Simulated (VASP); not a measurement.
# CoSi (WC type) (P-6m2) in VASP: further runs, part 2 of 2

VASP 6.6.1.

**3. Single point, PBE (volume scaled by 0.72)**

The input, INCAR:

```
SYSTEM = CoSi
PREC = Accurate
ENCUT = 600
EDIFF = 1E-6
ISMEAR = -1
SIGMA = 0.05
LREAL = .FALSE.
LASPH = .TRUE.
NELM = 120
ALGO = Normal
ISIF = 2
LWAVE = .FALSE.
LCHARG = .TRUE.
GGA = PE
LELF = .TRUE.
LVHAR = .TRUE.
NBANDS = 14
GGA_COMPAT = .FALSE.
```

The input, KPOINTS:

```
regular mesh
0
G
  16 16 14
  0 0 0
```

The input, POSCAR:

```
CoSi
1.0
    2.9181110817      0.0000000000      0.0000000000
   -1.4590555409      2.5271583278      0.0000000000
    0.0000000000      0.0000000000      2.4397956994
Co Si
1 1
Direct
    0.0000000000      0.0000000000      0.0000000000
    0.3333333333      0.6666666667      0.5000000000
```

Potentials or basis: VASP PAW PBE potentials, release 64 (Co, Si).

The run is started by

```sh
$ cat potpaw_PBE.64/Co/POTCAR potpaw_PBE.64/Si/POTCAR > POTCAR
$ mpirun -np 1 vasp_std > vasp.out
```

OUTCAR:

```text
SYSTEM = CoSi
   PREC = Accurate
   ENCUT = 600
   EDIFF = 1E-6
   ISMEAR = -1
   LREAL = .FALSE.
   LASPH = .TRUE.
   NELM = 120
   ISIF = 2
   GGA = PE

 ion  position               nearest neighbor table
   1  0.000  0.000  0.000-   2 2.08   2 2.08   2 2.08   2 2.08   2 2.08   2 2.08
   2  0.333  0.667  0.500-   1 2.08   1 2.08   1 2.08   1 2.08   1 2.08   1 2.08

  LATTYP: Found a hexagonal cell.
 ALAT       =     2.9181110817
 C/A-ratio  =     0.8360873288

  Lattice vectors:

 A1 = (   2.9181110817,   0.0000000000,   0.0000000000)
 A2 = (  -1.4590555409,   2.5271583278,   0.0000000000)
 A3 = (   0.0000000000,   0.0000000000,   2.4397956994)

Analysis of symmetry for initial positions (statically):
=====================================================================
 Subroutine PRICEL returns:
 Original cell was already a primitive cell.

 Routine SETGRP: Setting up the symmetry group for a
 hexagonal supercell.

 Subroutine GETGRP returns: Found 12 space group operations
 (whereof 12 operations were pure point group operations)
 out of a pool of 24 trial point group operations.

The static configuration has the point symmetry D_3h.

Analysis of symmetry for dynamics (positions and initial velocities):
=====================================================================
 Subroutine PRICEL returns:
 Original cell was already a primitive cell.

 Routine SETGRP: Setting up the symmetry group for a
 hexagonal supercell.

 Subroutine GETGRP returns: Found 12 space group operations
 (whereof 12 operations were pure point group operations)
 out of a pool of 24 trial point group operations.

The dynamic configuration has the point symmetry D_3h.

 Subroutine INISYM returns: Found 12 space group operations
 (whereof 12 operations are pure point group operations),
 and found     1 'primitive' translations

----------------------------------------------------------------------------------------

                                     Primitive cell

  volume of cell :      17.9923

  direct lattice vectors                    reciprocal lattice vectors
     2.918111082  0.000000000  0.000000000     0.342687434  0.197850683  0.000000000
    -1.459055541  2.527158328  0.000000000     0.000000000  0.395701365  0.000000000
     0.000000000  0.000000000  2.439795699     0.000000000  0.000000000  0.409870384

  length of vectors
     2.918111082  2.918111082  2.439795699     0.395701365  0.395701365  0.409870384

  position of ions in fractional coordinates (direct lattice)
     0.000000000  0.000000000  0.000000000
     0.333333333  0.666666667  0.500000000

  ion indices of the primitive-cell ions
   primitive index   ion index
                 1           1
                 2           2

----------------------------------------------------------------------------------------

 KPOINTS: regular mesh

Automatic generation of k-mesh.
 Grid dimensions read from file:
 generate k-points for:   16   16   14

 Generating k-lattice:

  Cartesian coordinates                     Fractional coordinates (reciprocal lattice)
     0.021417965  0.012365668  0.000000000     0.062500000 -0.000000000  0.000000000
     0.000000000  0.024731335  0.000000000     0.000000000  0.062500000  0.000000000
     0.000000000  0.000000000  0.029276456     0.000000000  0.000000000  0.071428571

  Length of vectors
     0.024731335  0.024731335  0.029276456

  Shift w.r.t. Gamma in fractional coordinates (k-lattice)
     0.000000000  0.000000000  0.000000000

 Subroutine IBZKPT returns following result:
 ===========================================

 Found    240 irreducible k-points:

 Following reciprocal coordinates:
            Coordinates               Weight
  0.000000  0.000000  0.000000      1.000000
  0.062500  0.000000  0.000000      6.000000
  0.125000  0.000000  0.000000      6.000000
  0.187500  0.000000  0.000000      6.000000
  0.250000  0.000000  0.000000      6.000000
  0.312500 -0.000000  0.000000      6.000000
[... 16 lines left out ...]
  0.187500  0.187500  0.000000      6.000000
  0.250000  0.187500  0.000000     12.000000
 [... further k-points ...]
   k-points           NKPTS =    240   k-points in BZ     NKDIM =    240   number of bands    NBANDS=     14
   number of dos      NEDOS =    301   number of ions     NIONS =      2
   total plane-waves  NPLWV =  11520
   dimension x,y,z NGX =    24 NGY =   24 NGZ =   20
   dimension x,y,z NGXF=    48 NGYF=   48 NGZF=   40
   ions per type =               1   1
   NGX,Y,Z   is equivalent  to a cutoff of  13.67, 13.67, 13.63 a.u.
   NGXF,Y,Z  is equivalent  to a cutoff of  27.35, 27.35, 27.26 a.u.
 SYSTEM =  CoSi
   PREC   = accura    normal or accurate (medium, high low for compatibility)
   ISTART =      0    job   : 0-new  1-cont  2-samecut
   ICHARG =      2    charge: 1-file 2-atom 10-const
   ISPIN  =      1    spin polarized calculation?
   LNONCOLLINEAR =      F non collinear calculations
   LSORBIT =      F    spin-orbit coupling
   LASPH  =      T    aspherical Exc in radial PAW
   ENCUT  =  600.0 eV  44.10 Ry    6.64 a.u.   5.83  5.83  4.87*2*pi/ulx,y,z
   NELM   =    120;   NELMIN=  2; NELMDL= -5     # of ELM steps
   EDIFF  = 0.1E-05   stopping-criterion for ELM
   LREAL  =      F    real-space projection
   EDIFFG = 0.1E-04   stopping-criterion for IOM
   NSW    =      0    number of steps for IOM
   IBRION =     -1    ionic relax: 0-MD 1-quasi-New 2-CG
   NFREE  =      0    steps in history (QN), initial steepest desc. (CG)
   ISIF   =      2    stress and relaxation
   ISYM   =      2    0-nonsym 1-usesym 2-fastsym
   POTIM  = 0.5000    time-step for ionic-motion
   TEBEG  =    0.0;   TEEND  =   0.0 temperature during run
   PSTRESS=    0.0 pullay stress
   NELECT =      13.0000    total number of electrons
   NUPDOWN=      -1.0000    fix difference up-down
   EMIN   =  10.00;   EMAX   =-10.00  energy-range for DOS
   EFERMI =   0.00;   METHOD = LEGACY
   ISMEAR =    -1;   SIGMA  =   0.05  broadening in eV -4-tet -1-fermi 0-gaus
   EFERMI_NEDOS =   21; number of points for ismear=-14 and -15
   IALGO  =     38    algorithm
   IMIX   =      4    mixing-type and parameters
     AMIX     =   0.40;   BMIX     =  1.00
     AMIX_MAG =   1.60;   BMIX_MAG =  1.00
  volume/ion in A,a.u.               =       9.00        60.71
  Fermi-wavevector in a.u.,A,eV,Ry     =   1.469017  2.776039 29.361506  2.158010
  Thomas-Fermi vector in A             =   2.584445
   LORBIT       =      0    0 simple, 1 ext, 2 COOP (PROOUT), +10 PAW based schemes
   GGA     = PE    functional components
   LHFCALC =     F    Hartree Fock is set to
   AEXX    =    0.0000 exact exchange contribution
   IVDW    =     0    specifies the selected vdW correction
   LEPSILON=     F    determine dielectric tensor
   LRPA    =     F    only Hartree local field effects (RPA)
 non-spin polarized calculation
  energy-cutoff  :      600.00
  volume of cell :       17.99
 maximum number of plane-waves:       618
 NGX is ok and might be reduce to    24
   NGX = 11   NGY = 11   NGZ =  9

 number of electron      13.0000001 magnetization

 Free energy of the ion-electron system (eV)
  ---------------------------------------------------
  ext. energy  EPLUGINS =         0.00000000
  ---------------------------------------------------
  free energy    TOTEN  =       -11.38675801 eV

  energy without entropy =      -11.38005014  energy(sigma->0) =      -11.38340408

 E-fermi :  15.3762     XC(G=0): -13.7374

 val. band max:       15.3681090291   @ k =   0.3750   0.1875   0.0714
 cond. band min:      15.3863982551   @ k =   0.1875   0.1875   0.0000
 fundamental gap:      0.0182892260
 Fermi energy:        15.3762126336

 k-point     1 :       0.0000    0.0000    0.0000
  band No.  band energies     occupation
      1       0.1152      2.00000
      2      10.0859      2.00000
      3      11.1099      2.00000
      4      11.1099      2.00000
      5      13.5591      2.00000
      6      13.5591      2.00000
      7      21.4976      0.00000
      8      21.4976      0.00000
      9      22.5838      0.00000
     10      22.7453      0.00000
     11      24.7803      0.00000
     12      24.7803      0.00000
     13      30.3502      0.00000
     14      35.1180      0.00000
[... 375 lines left out ...]
 k-point    24 :       0.2500    0.1875    0.0000
  band No.  band energies     occupation
      1       3.1992      2.00000
      2       8.1744      2.00000
      3      10.0415      2.00000
      4      12.6597      2.00000
      5      12.8240      2.00000
      6      13.2507      2.00000
      7      14.5961      2.00000
      8      15.9674      0.00001
      9      25.2690      0.00000
     10      26.5023      0.00000
     11      27.7487      0.00000
     12      30.4401      0.00000
     13      32.5704      0.00000
     14      35.6217      0.00000

 [... further k-points ...]
[... 5 lines left out ...]
  --------------------------------------------------------------------------------------
  -------------------------------------------------------------------------------------
  Total       12.8214610     12.8214610     12.8368433     -0.0000000     -0.0000000      0.0000000
  in kB     1141.7219845   1141.7219845   1143.0917506     -0.0000000     -0.0000000      0.0000000
  external PRESSURE =    1142.1785732 kB  Pullay stress =       0.0000000 kB

 VOLUME and BASIS-vectors are now :
 -----------------------------------------------------------------------------
  energy-cutoff  :      600.00
  volume of cell :       17.99
      direct lattice vectors                 reciprocal lattice vectors
     2.918111082  0.000000000  0.000000000     0.342687434  0.197850683  0.000000000
    -1.459055541  2.527158328  0.000000000     0.000000000  0.395701365  0.000000000
     0.000000000  0.000000000  2.439795699     0.000000000  0.000000000  0.409870384

 POSITION                                       TOTAL-FORCE (eV/Angst)
 -----------------------------------------------------------------------------------
      0.00000      0.00000      0.00000         0.000000      0.000000      0.000000
     -0.00000      1.68477      1.21990        -0.000000      0.000000      0.000000
 -----------------------------------------------------------------------------------
    total drift:                               -0.000000      0.000000      0.000000

  FREE ENERGIE OF THE ION-ELECTRON SYSTEM (eV)
  ---------------------------------------------------
  free  energy   TOTEN  =       -11.3867580127 eV

  energy  without entropy=      -11.3800501392  energy(sigma->0) =      -11.38340408
```

stdout:

```text
POSCAR found type information on POSCAR CoSi
 POSCAR found :  2 types and       2 ions
 scaLAPACK will be used
 LDA part: xc-table for (Slater+PW92), standard interpolation
 POSCAR, INCAR and KPOINTS ok, starting setup
 FFT: planning ... GRIDC
 FFT: planning ... GRID_SOFT
 FFT: planning ... GRID
 WAVECAR not read
 entering main loop
```

Wall time 35 s (1 thread of Intel Xeon 6975P-C (Granite Rapids), shared host); peak memory 0.2 GiB.

Results:

```yaml
Free_energy: -11.3868 eV
Pressure: 114.2 GPa
```

Caveat: the cell differs from its parent crystal (volume scaled by 0.72). Spin polarisation is off, so any magnetic state and its effect on volume and gap are missing.

**4. Single point, PBE (volume scaled by 0.72)**

The input, INCAR:

```
PREC = Accurate
ENCUT = 600
EDIFF = 1E-6
ISMEAR = -1
SIGMA = 0.05
LREAL = False
LASPH = True
NELM = 120
ALGO = Normal
ISIF = 2
LWAVE = False
LCHARG = False
GGA = PE
NBANDS = 14
GGA_COMPAT = False
```

The input, KPOINTS:

```
regular mesh
0
Gamma
  16 16 14
```

POSCAR is that of step 3.

The run is started by

```sh
$ cat potpaw_PBE.64/Co/POTCAR potpaw_PBE.64/Si/POTCAR > POTCAR
$ mpirun -np 1 vasp_std > vasp.out
```

Wall time 35 s (1 thread of Intel Xeon 6975P-C (Granite Rapids), shared host); peak memory 0.19 GiB.

The run converged. Its results:

```
Free energy : -11.3868 eV
Pressure    : 114.2 GPa
```

Stress tensor (GPa, compression positive):
```
114.17   0.00   0.00
  0.00 114.17   0.00
  0.00   0.00 114.31
```

Levels at points of the mesh, in eV from the Fermi level:
| k point | band 4 | band 5 | band 6 | band 7 | band 8 | band 9 |
| --- | --- | --- | --- | --- | --- | --- |
| (0.00, 0.00, 0.00) | -4.27 | -1.82 | -1.82 | 6.12 | 6.12 | 7.21 |
| (0.50, 0.00, 0.00) | -2.74 | -2.12 | -2.04 | -1.07 | 0.63 | 7.72 |
| (0.00, 0.00, 0.50) | -4.14 | -3.33 | -3.33 | 0.43 | 8.55 | 8.55 |
| (0.50, 0.00, 0.50) | -4.27 | -2.55 | -1.70 | -0.97 | 3.25 | 3.99 |

Caveat: the cell differs from its parent crystal (volume scaled by 0.72). Spin polarisation is off, so any magnetic state and its effect on volume and gap are missing.

**5. Single point, PBE**

This run uses another cell than the first one, of 10.00 Å³/atom, 1.111 times its volume.

The input, INCAR:

```
PREC     = Accurate       # precision mode
ENCUT    = 600            # plane-wave cutoff, eV
EDIFF    = 1E-6           # SCF threshold, eV
ISMEAR   = -1             # smearing method
SIGMA    = 0.05           # smearing width, eV
LREAL    = F              # projectors in reciprocal space
LASPH    = T              # aspherical terms in the spheres
NELM     = 120            # most SCF steps
ALGO     = Normal         # electronic algorithm
ISIF     = 2              # what is computed and relaxed
LWAVE    = F              # write WAVECAR
LCHARG   = T              # write CHGCAR
GGA      = PE             # functional
LELF     = T              # ELF
LVHAR    = T            
NBANDS   = 14             # bands
GGA_COMPAT= F
```

KPOINTS is that of step 4.

The input, POSCAR:

```
CoSi
1.0
    3.0627698098      0.0000000000      0.0000000000
   -1.5313849049      2.6524364612      0.0000000000
    0.0000000000      0.0000000000      2.4608541612
Co Si
1 1
Direct
    0.0000000000      0.0000000000      0.0000000000
    0.3333333333      0.6666666667      0.5000000000
```

The run is started by

```sh
$ cat potpaw_PBE.64/Co/POTCAR potpaw_PBE.64/Si/POTCAR > POTCAR
$ mpirun -np 1 vasp_std > vasp.out
```

It took 44 s on 1 thread of Intel Xeon 6975P-C (Granite Rapids), shared host; peak memory 0.2 GiB.

The run converged. Its results:

```yaml
Free_energy: -12.4642 eV
Pressure: 62.4 GPa
```

Stress tensor (GPa, compression positive):
```
62.29  0.00  0.00
 0.00 62.29  0.00
 0.00  0.00 62.48
```

Levels at points of the mesh, in eV from the Fermi level:
```
           k point  band 2  band 3  band 4  band 5  band 6  band 7  band 8  band 9  band 10  band 11
(0.00, 0.00, 0.00)   -4.47   -3.83   -3.83   -1.40   -1.40    5.28    5.28    6.87     7.95     8.62
(0.50, 0.00, 0.00)   -8.07   -4.38   -2.07   -2.00   -1.56   -1.12    0.35    7.07    11.93    12.40
(0.00, 0.00, 0.50)   -8.47   -3.66   -3.66   -2.79   -2.79    0.68    7.81    7.81    12.57    12.57
(0.50, 0.00, 0.50)   -6.22   -4.32   -3.67   -2.00   -1.48   -0.81    3.20    3.58     7.26     7.82
```
